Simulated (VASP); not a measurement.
# MgScI2 (P4/mmm) in VASP: notebook

Runs on MgScI2. Level: PBE. Tasks: relaxation of cell and atoms, single point.

Everything below comes from runs of VASP 6.6.1. Logs are shortened: lines on timing, memory, paths and dates and some standing lists are left out, and cuts for length are marked.

## 1. The cell of the first run

It takes space group P4/mmm (No. 123, tetragonal). The conventional cell has a = 5.784 Å, b = 5.784 Å, c = 3.599 Å, α = 90.00°, β = 90.00°, γ = 90.00°. Within 3.8 Å of Mg (site symmetry 4/mmm) lie 4 I at 2.89 Å and 2 Mg at 3.60 Å. Within 4.5 Å of Sc (site symmetry 4/mmm) lie 8 I at 3.41 Å and 2 Sc at 3.60 Å and 8 Mg at 4.47 Å. Within 3.8 Å of I (site symmetry mmm) lie 2 Mg at 2.89 Å and 4 Sc at 3.41 Å and 2 I at 3.60 Å.

## 2. Relaxation of cell and atoms, PBE

INCAR

```
PREC = Accurate
ENCUT = 600
EDIFF = 1E-6
ISMEAR = 0
SIGMA = 0.1
LREAL = False
LASPH = True
NELM = 100
ALGO = Normal
ISIF = 3
LWAVE = False
LCHARG = False
GGA = PE
IBRION = 2
NSW = 100
EDIFFG = -0.01
```

KPOINTS

```
regular mesh
0
Gamma
  8 8 14
```

POSCAR

```
MgScI2
1.0
    5.7835272676      0.0000000000      0.0000000000
    0.0000000000      5.7835272676      0.0000000000
    0.0000000000      0.0000000000      3.5988077658
Mg Sc I
1 1 2
Direct
    0.0000000000      0.0000000000      0.0000000000
    0.5000000000      0.5000000000      0.5000000000
    0.5000000000      0.0000000000      0.0000000000
    0.0000000000      0.5000000000      0.0000000000
```

Potentials or basis: VASP PAW PBE potentials, release 64 (Mg, Sc_sv, I).

Launch:

```bash
$ cat potpaw_PBE.64/Mg/POTCAR potpaw_PBE.64/Sc_sv/POTCAR potpaw_PBE.64/I/POTCAR > POTCAR
$ mpirun -np 1 vasp_std > vasp.out
```

OUTCAR:

```text
PREC = Accurate
   ENCUT = 600
   EDIFF = 1E-6
   ISMEAR = 0
   LREAL = False
   LASPH = True
   NELM = 100
   ISIF = 3
   GGA = PE
   IBRION = 2
   NSW = 100
   EDIFFG = -0.01

 ion  position               nearest neighbor table
   1  0.000  0.000  0.000-   3 2.89   4 2.89   4 2.89   3 2.89
   2  0.500  0.500  0.500-   3 3.41   4 3.41   3 3.41   4 3.41   3 3.41   3 3.41   4 3.41   4 3.41

   3  0.500  0.000  0.000-   1 2.89   1 2.89   2 3.41   2 3.41   2 3.41   2 3.41
   4  0.000  0.500  0.000-   1 2.89   1 2.89   2 3.41   2 3.41   2 3.41   2 3.41

  LATTYP: Found a simple tetragonal cell.
 ALAT       =     5.7835272676
 C/A-ratio  =     0.6222513700

  Lattice vectors:

 A1 = (   5.7835272676,   0.0000000000,   0.0000000000)
 A2 = (   0.0000000000,   5.7835272676,   0.0000000000)
 A3 = (   0.0000000000,   0.0000000000,   3.5988077658)

Analysis of symmetry for initial positions (statically):
=====================================================================
 Subroutine PRICEL returns:
 Original cell was already a primitive cell.

 Routine SETGRP: Setting up the symmetry group for a
 simple tetragonal supercell.

 Subroutine GETGRP returns: Found 16 space group operations
 (whereof 16 operations were pure point group operations)
 out of a pool of 16 trial point group operations.

The static configuration has the point symmetry D_4h.

Analysis of symmetry for dynamics (positions and initial velocities):
=====================================================================
 Subroutine PRICEL returns:
 Original cell was already a primitive cell.

 Routine SETGRP: Setting up the symmetry group for a
 simple tetragonal supercell.

 Subroutine GETGRP returns: Found 16 space group operations
 (whereof 16 operations were pure point group operations)
 out of a pool of 16 trial point group operations.

The dynamic configuration has the point symmetry D_4h.

 Subroutine INISYM returns: Found 16 space group operations
 (whereof 16 operations are pure point group operations),
 and found     1 'primitive' translations

----------------------------------------------------------------------------------------

                                     Primitive cell

  volume of cell :     120.3772

  direct lattice vectors                    reciprocal lattice vectors
     5.783527268  0.000000000  0.000000000     0.172904865  0.000000000  0.000000000
[... 89 lines left out ...]
   NELM   =    100;   NELMIN=  2; NELMDL= -5     # of ELM steps
   EDIFF  = 0.1E-05   stopping-criterion for ELM
   LREAL  =      F    real-space projection
   EDIFFG = -.1E-01   stopping-criterion for IOM
   NSW    =    100    number of steps for IOM
   IBRION =      2    ionic relax: 0-MD 1-quasi-New 2-CG
   NFREE  =      1    steps in history (QN), initial steepest desc. (CG)
   ISIF   =      3    stress and relaxation
   ISYM   =      2    0-nonsym 1-usesym 2-fastsym
   POTIM  = 0.5000    time-step for ionic-motion
   TEBEG  =    0.0;   TEEND  =   0.0 temperature during run
   PSTRESS=    0.0 pullay stress
   NELECT =      27.0000    total number of electrons
   NUPDOWN=      -1.0000    fix difference up-down
   EMIN   =  10.00;   EMAX   =-10.00  energy-range for DOS
   EFERMI =   0.00;   METHOD = LEGACY
   ISMEAR =     0;   SIGMA  =   0.10  broadening in eV -4-tet -1-fermi 0-gaus
   EFERMI_NEDOS =   21; number of points for ismear=-14 and -15
   IALGO  =     38    algorithm
   IMIX   =      4    mixing-type and parameters
     AMIX     =   0.40;   BMIX     =  1.00
     AMIX_MAG =   1.60;   BMIX_MAG =  1.00
  volume/ion in A,a.u.               =      30.09       203.09
  Fermi-wavevector in a.u.,A,eV,Ry     =   0.994675  1.879664 13.461319  0.989379
  Thomas-Fermi vector in A             =   2.126643
   LORBIT       =      0    0 simple, 1 ext, 2 COOP (PROOUT), +10 PAW based schemes
   GGA     = PE    functional components
   LHFCALC =     F    Hartree Fock is set to
   AEXX    =    0.0000 exact exchange contribution
   IVDW    =     0    specifies the selected vdW correction
   LEPSILON=     F    determine dielectric tensor
   LRPA    =     F    only Hartree local field effects (RPA)
 conjugate gradient relaxation of ions
 non-spin polarized calculation
 Gauss-broadening in eV      SIGMA  =   0.10
  energy-cutoff  :      600.00
  volume of cell :      120.38
 maximum number of plane-waves:      4059
 NGX is ok and might be reduce to    48
   NGX = 23   NGY = 23   NGZ = 15

 number of electron      27.0000005 magnetization

 Free energy of the ion-electron system (eV)
  ---------------------------------------------------
  ext. energy  EPLUGINS =         0.00000000
  ---------------------------------------------------
  free energy    TOTEN  =       -11.36271847 eV

  energy without entropy =      -11.34109668  energy(sigma->0) =      -11.35190758

 E-fermi :   5.7560     XC(G=0):  -8.9744

 val. band max:        5.7549672900   @ k =   0.5000   0.5000   0.5000
 cond. band min:       5.7672994681   @ k =   0.5000   0.2500   0.3571
 fundamental gap:      0.0123321780
 Fermi energy:         5.7560267295

 k-point     1 :       0.0000    0.0000    0.0000
  band No.  band energies     occupation
      1     -45.2252      2.00000
      2     -23.9392      2.00000
      3     -23.9392      2.00000
      4     -23.6385      2.00000
      5      -9.4173      2.00000
      6      -8.7976      2.00000
[... 457 lines left out ...]
      4     -23.6423      2.00000
      5      -9.0687      2.00000
      6      -9.0591      2.00000
[... 9 lines left out ...]
     16       6.3631      0.00000
     17       7.0691      0.00000

 [... further k-points ...]
[... 5 lines left out ...]
  --------------------------------------------------------------------------------------
  -------------------------------------------------------------------------------------
  Total       -0.0033709     -0.0033709      0.0017706      0.0000000     -0.0000000      0.0000000
  in kB       -0.0448651     -0.0448651      0.0235665      0.0000000     -0.0000000      0.0000000
  external PRESSURE =      -0.0220546 kB  Pullay stress =       0.0000000 kB

 VOLUME and BASIS-vectors are now :
 -----------------------------------------------------------------------------
  energy-cutoff  :      600.00
  volume of cell :      120.38
      direct lattice vectors                 reciprocal lattice vectors
     5.783527268  0.000000000  0.000000000     0.172904865  0.000000000  0.000000000
     0.000000000  5.783527268  0.000000000     0.000000000  0.172904865  0.000000000
     0.000000000  0.000000000  3.598807766     0.000000000  0.000000000  0.277869802

 POSITION                                       TOTAL-FORCE (eV/Angst)
 -----------------------------------------------------------------------------------
      0.00000      0.00000      0.00000         0.000000      0.000000      0.000000
      2.89176      2.89176      1.79940         0.000000      0.000000      0.000000
      2.89176      0.00000      0.00000         0.000000      0.000000      0.000000
      0.00000      2.89176      0.00000         0.000000      0.000000      0.000000
 -----------------------------------------------------------------------------------
    total drift:                                0.000000     -0.000000      0.000000

  FREE ENERGIE OF THE ION-ELECTRON SYSTEM (eV)
  ---------------------------------------------------
  free  energy   TOTEN  =       -11.3627184727 eV

  energy  without entropy=      -11.3410966849  energy(sigma->0) =      -11.35190758

 reached required accuracy - stopping structural energy minimisation
```

CONTCAR:

```text
MgScI2
   1.00000000000000
     5.7835272676000002    0.0000000000000000    0.0000000000000000
     0.0000000000000000    5.7835272676000002    0.0000000000000000
     0.0000000000000000    0.0000000000000000    3.5988077658000002
  Mg              Sc              I
     1     1     2
Direct
     0.0000000000000000    0.0000000000000000    0.0000000000000000
     0.5000000000000000    0.5000000000000000    0.5000000000000000
     0.5000000000000000    0.0000000000000000    0.0000000000000000
     0.0000000000000000    0.5000000000000000    0.0000000000000000

  0.00000000E+00  0.00000000E+00  0.00000000E+00
  0.00000000E+00  0.00000000E+00  0.00000000E+00
  0.00000000E+00  0.00000000E+00  0.00000000E+00
  0.00000000E+00  0.00000000E+00  0.00000000E+00
```

It took 2.1 min on 1 thread of AMD EPYC 9R45 (Zen 5), shared host; peak memory 0.49 GiB.

Results:

```
Free energy             : -11.3627 eV
Pressure after relaxing : 0.0 GPa
```

Final structure:
```xyz
4
Lattice="5.7835 0.0000 0.0000 0.0000 5.7835 0.0000 0.0000 0.0000 3.5988" Properties=species:S:1:pos:R:3 pbc="T T T"
Mg    0.0000    0.0000    0.0000
Sc    2.8918    2.8918    1.7994
I     2.8918    0.0000    0.0000
I     0.0000    2.8918    0.0000
```

Levels at points of the mesh, in eV from the Fermi level:
```csv
k point,band 10,band 11,band 12,band 13,band 14,band 15,band 16,band 17
"(0.00, 0.00, 0.00)",-4.23,-2.55,-2.32,-1.98,-1.63,-0.38,0.38,0.51
"(0.50, 0.00, 0.00)",-5.25,-2.44,-2.26,-0.75,0.03,0.44,0.46,0.97
"(0.50, 0.50, 0.00)",-4.00,-2.42,-2.42,-0.36,0.54,1.47,1.47,1.54
"(0.00, 0.00, 0.50)",-5.55,-3.78,-3.78,0.05,0.40,1.13,1.16,1.55
"(0.50, 0.00, 0.50)",-4.82,-4.81,-4.59,-0.23,0.06,0.07,0.08,1.44
"(0.50, 0.50, 0.50)",-5.62,-3.46,-3.11,-1.39,-0.77,0.00,0.00,0.12
```

Caveat: the relaxation stopped at its first step, so nothing moved; spin-orbit coupling is left out, which moves the levels of the heavy elements; an odd number of electrons without spin polarisation forces a metal; a magnetic or distorted state may lie lower.

## 3. Single point, PBE

INCAR

```
ALGO = Normal
EDIFF = 1E-6
ENCUT = 520
GGA = PE
ISIF = 2
ISMEAR = 0
LASPH = True
LCHARG = True
LELF = True
LREAL = False
LVHAR = True
LWAVE = False
NBANDS = 22
NELM = 100
PREC = Accurate
SIGMA = 0.1
```

KPOINTS

```
k-points
0
Gamma
  4 4 6
```

POSCAR is that of step 2.

Potentials or basis: VASP PAW PBE potentials, release 64 (Mg, Sc_sv, I).

Launch:

```bash
$ cat potpaw_PBE.64/Mg/POTCAR potpaw_PBE.64/Sc_sv/POTCAR potpaw_PBE.64/I/POTCAR > POTCAR
$ mpirun -np 1 vasp_std > vasp.out
```

Run time: 27 s. Hardware: 1 thread of Intel Xeon 6975P-C (Granite Rapids), shared host; peak memory 0.28 GiB.

It converged, with:

| Quantity | Value |
| --- | --- |
| Free energy | -11.3734 eV |
| Pressure | 0.0 GPa |

Levels at points of the mesh, in eV from the Fermi level:
```tsv
k point	band 10	band 11	band 12	band 13	band 14	band 15	band 16	band 17
(0.00, 0.00, 0.00)	-4.30	-2.62	-2.39	-2.05	-1.66	-0.43	0.34	0.46
(0.50, 0.00, 0.00)	-5.31	-2.51	-2.34	-0.77	-0.04	0.39	0.41	0.94
(0.50, 0.50, 0.00)	-4.08	-2.49	-2.49	-0.37	0.49	1.25	1.25	1.44
(0.00, 0.00, 0.50)	-5.62	-3.85	-3.85	-0.03	0.35	1.06	1.06	1.13
(0.50, 0.00, 0.50)	-4.89	-4.87	-4.65	-0.28	0.00	0.01	0.04	1.41
(0.50, 0.50, 0.50)	-5.68	-3.53	-3.18	-1.46	-0.83	-0.03	-0.03	0.07
```

Caveat: spin-orbit coupling is left out, which moves the levels of the heavy elements; an odd number of electrons without spin polarisation forces a metal; a magnetic or distorted state may lie lower.

## 4. Relaxation of cell and atoms, PBE

This run uses another cell than the first one, of 25.88 Å³/atom, 0.860 times its volume.

INCAR

```
SYSTEM = MgScI2
ALGO = Normal
EDIFF = 1E-6
EDIFFG = -0.04
ENCUT = 600
GGA = PE
IBRION = 2
ISIF = 3
ISMEAR = 0
LASPH = .TRUE.
LCHARG = .FALSE.
LREAL = .FALSE.
LWAVE = .FALSE.
NELM = 100
NSW = 90
PREC = Accurate
SIGMA = 0.1
```

KPOINTS

```
k-points
0
G
  4 4 6
  0 0 0
```

POSCAR

```
MgScI2
1.0
    6.2734051100      0.0000000000      0.0000000000
    0.0000000000      6.2734051100      0.0000000000
    0.0000000000      0.0000000000      2.6308237400
Mg Sc I
1 1 2
Direct
    0.0000000000      0.0000000000      0.0000000000
    0.5000000000      0.5000000000      0.5000000000
    0.5000000000      0.0000000000      0.0000000000
    0.0000000000      0.5000000000      0.0000000000
```

Potentials or basis: VASP PAW PBE potentials, release 64 (Mg, Sc_sv, I).

Launch:

```bash
$ cat potpaw_PBE.64/Mg/POTCAR potpaw_PBE.64/Sc_sv/POTCAR potpaw_PBE.64/I/POTCAR > POTCAR
$ mpirun -np 1 vasp_std > vasp.out
```

OUTCAR:

```text
SYSTEM = MgScI2
   EDIFF = 1E-6
   EDIFFG = -0.04
   ENCUT = 600
   GGA = PE
   IBRION = 2
   ISIF = 3
   ISMEAR = 0
   LASPH = .TRUE.
   LREAL = .FALSE.
   NELM = 100
   NSW = 90
   PREC = Accurate

 ion  position               nearest neighbor table
   1  0.000  0.000  0.000-   3 3.14   4 3.14   4 3.14   3 3.14
   2  0.500  0.500  0.500-   3 3.40   4 3.40   3 3.40   4 3.40   3 3.40   3 3.40   4 3.40   4 3.40

   3  0.500  0.000  0.000-   1 3.14   1 3.14   2 3.40   2 3.40   2 3.40   2 3.40
   4  0.000  0.500  0.000-   1 3.14   1 3.14   2 3.40   2 3.40   2 3.40   2 3.40

  LATTYP: Found a simple tetragonal cell.
 ALAT       =     6.2734051100
 C/A-ratio  =     0.4193613666

  Lattice vectors:

 A1 = (   6.2734051100,   0.0000000000,   0.0000000000)
 A2 = (   0.0000000000,   6.2734051100,   0.0000000000)
 A3 = (   0.0000000000,   0.0000000000,   2.6308237400)

Analysis of symmetry for initial positions (statically):
=====================================================================
 Subroutine PRICEL returns:
 Original cell was already a primitive cell.

 Routine SETGRP: Setting up the symmetry group for a
 simple tetragonal supercell.

 Subroutine GETGRP returns: Found 16 space group operations
 (whereof 16 operations were pure point group operations)
 out of a pool of 16 trial point group operations.

The static configuration has the point symmetry D_4h.

Analysis of symmetry for dynamics (positions and initial velocities):
[... 162 lines left out ...]

  energy without entropy =       -6.68824354  energy(sigma->0) =       -6.70020227

 E-fermi :   6.8916     XC(G=0):  -9.5092

 val. band max:        6.8767541920   @ k =   0.5000   0.5000   0.5000
 cond. band min:       6.9189145642   @ k =   0.2500   0.0000   0.3333
 fundamental gap:      0.0421603721
 Fermi energy:         6.8916360331

 k-point     1 :       0.0000    0.0000    0.0000
  band No.  band energies     occupation
      1     -43.2192      2.00000
      2     -21.9920      2.00000
      3     -21.9920      2.00000
      4     -20.9549      2.00000
      5      -9.9392      2.00000
      6      -9.6856      2.00000
[... 576 lines left out ...]
  FREE ENERGIE OF THE ION-ELECTRON SYSTEM (eV)
  ---------------------------------------------------
  free  energy   TOTEN  =       -10.9438044753 eV

  energy  without entropy=      -10.9151438485  energy(sigma->0) =      -10.92947416

[... ionic steps 4 to 8 ...]

--------------------------------------- Ionic step        9  -------------------------------------------

 number of electron      27.0000006 magnetization

------------------------ aborting loop because EDIFF is reached ----------------------------------------
[... 71 lines left out ...]
--------------------------------------- Ionic step       11  -------------------------------------------

 number of electron      27.0000002 magnetization

 Free energy of the ion-electron system (eV)
  ---------------------------------------------------
  ext. energy  EPLUGINS =         0.00000000
  ---------------------------------------------------
  free energy    TOTEN  =       -11.36903003 eV

  energy without entropy =      -11.33982003  energy(sigma->0) =      -11.35442503

 E-fermi :   5.8229     XC(G=0):  -8.9703

 val. band max:        5.8222751308   @ k =   0.2500   0.0000   0.0000
 cond. band min:       5.8275448565   @ k =   0.5000   0.0000   0.5000
 fundamental gap:      0.0052697257
 Fermi energy:         5.8228572169

 k-point     1 :       0.0000    0.0000    0.0000
  band No.  band energies     occupation
      1     -45.1740      2.00000
      2     -23.9026      2.00000
      3     -23.9026      2.00000
      4     -23.5701      2.00000
      5      -9.4224      2.00000
      6      -8.8020      2.00000
[... 500 lines left out ...]
  FREE ENERGIE OF THE ION-ELECTRON SYSTEM (eV)
  ---------------------------------------------------
  free  energy   TOTEN  =       -11.3690300313 eV

  energy  without entropy=      -11.3398200291  energy(sigma->0) =      -11.35442503

 reached required accuracy - stopping structural energy minimisation
```

OSZICAR:

```text
N       E                     dE             d eps       ncg     rms          rms(c)
DAV:   1     0.289330947440E+03    0.28933E+03   -0.12923E+04   840   0.154E+03
DAV:   2     0.261375954177E+02   -0.26319E+03   -0.26102E+03   824   0.407E+02
DAV:   3    -0.511848173863E+01   -0.31256E+02   -0.30649E+02  1254   0.123E+02
DAV:   4    -0.692127200165E+01   -0.18028E+01   -0.16808E+01  1159   0.284E+01
[... 154 lines left out ...]
DAV:   4    -0.113690598189E+02    0.19157E-02   -0.10359E-02  1196   0.802E-01    0.118E-01
DAV:   5    -0.113690422049E+02    0.17614E-04   -0.30674E-04  1232   0.151E-01    0.110E-01
DAV:   6    -0.113690309505E+02    0.11254E-04   -0.67874E-05  1085   0.512E-02    0.308E-02
DAV:   7    -0.113690300179E+02    0.93261E-06   -0.16014E-05  1221   0.364E-02    0.625E-03
DAV:   8    -0.113690300313E+02   -0.13405E-07   -0.61630E-07   513   0.678E-03
  11 F= -.11369030E+02 E0= -.11354425E+02  d E =-.268695E-02
```

It took 4.1 min on 1 thread of Intel Xeon 6975P-C (Granite Rapids), shared host; peak memory 0.29 GiB.

Results:

```yaml
Free_energy: -11.3690 eV
Relaxed_volume: 30.11 Å³/atom
Relaxed_cell: a = 5.782 Å, b = 5.782 Å, c = 3.602 Å, α = 90.00°, β = 90.00°, γ = 90.00°
Space_group_after_relaxing_to_0.05_Å: P4/mmm (No. 123)
Energy_gained_by_relaxing: 1164.2 meV/atom
Ionic_steps: 11
Pressure_after_relaxing: -0.1 GPa
```

The path:
| step | energy change (eV) | largest force (eV/Å) | pressure (GPa) | volume (Å³) |
| --- | --- | --- | --- | --- |
| 1 | 0.0000 | 0.0000 | 21.36 | 103.54 |
| 2 | -4.1210 | 0.0000 | -3.84 | 154.84 |
| 3 | -4.2316 | 0.0000 | -0.62 | 132.65 |
| 4 | -4.3437 | 0.0000 | -3.09 | 144.47 |
| 5 | -4.3670 | 0.0000 | -2.42 | 139.81 |
| 6 | -4.3679 | 0.0000 | -2.56 | 140.59 |
| 7 | -4.5743 | 0.0000 | -1.74 | 130.86 |
| 8 | -4.6497 | 0.0000 | -0.68 | 123.54 |
| 9 | -4.6541 | 0.0000 | -0.25 | 121.16 |
| 10 | -4.6542 | 0.0000 | -0.31 | 121.53 |
| 11 | -4.6569 | 0.0000 | -0.05 | 120.43 |

Final structure:
```xyz
4
Lattice="5.7820 0.0000 0.0000 0.0000 5.7820 0.0000 0.0000 0.0000 3.6023" Properties=species:S:1:pos:R:3 pbc="T T T"
Mg    0.0000    0.0000    0.0000
Sc    2.8910    2.8910    1.8011
I     2.8910    0.0000    0.0000
I     5.7820    2.8910    3.6023
```

Levels at points of the mesh, in eV from the Fermi level:
```tsv
k point	band 11	band 12	band 13	band 14	band 15	band 16
(0.00, 0.00, 0.00)	-2.64	-2.39	-2.06	-1.66	-0.43	0.34
(0.50, 0.00, 0.00)	-2.52	-2.35	-0.77	-0.04	0.39	0.41
(0.50, 0.50, 0.00)	-2.50	-2.50	-0.37	0.49	1.25	1.44
(0.00, 0.00, 0.50)	-3.85	-3.85	-0.03	0.35	1.13	1.17
(0.50, 0.00, 0.50)	-4.88	-4.65	-0.28	0.00	0.00	0.04
(0.50, 0.50, 0.50)	-3.54	-3.18	-1.47	-0.83	-0.03	-0.03
```

Caveat: the k points lie up to 0.29 Å⁻¹ apart in the final cell; the volume moved by over 15 % at a fixed basis, so the end points are rough; spin-orbit coupling is left out, which moves the levels of the heavy elements; an odd number of electrons without spin polarisation forces a metal; a magnetic or distorted state may lie lower.

(Part 1 of 2 ends here.)
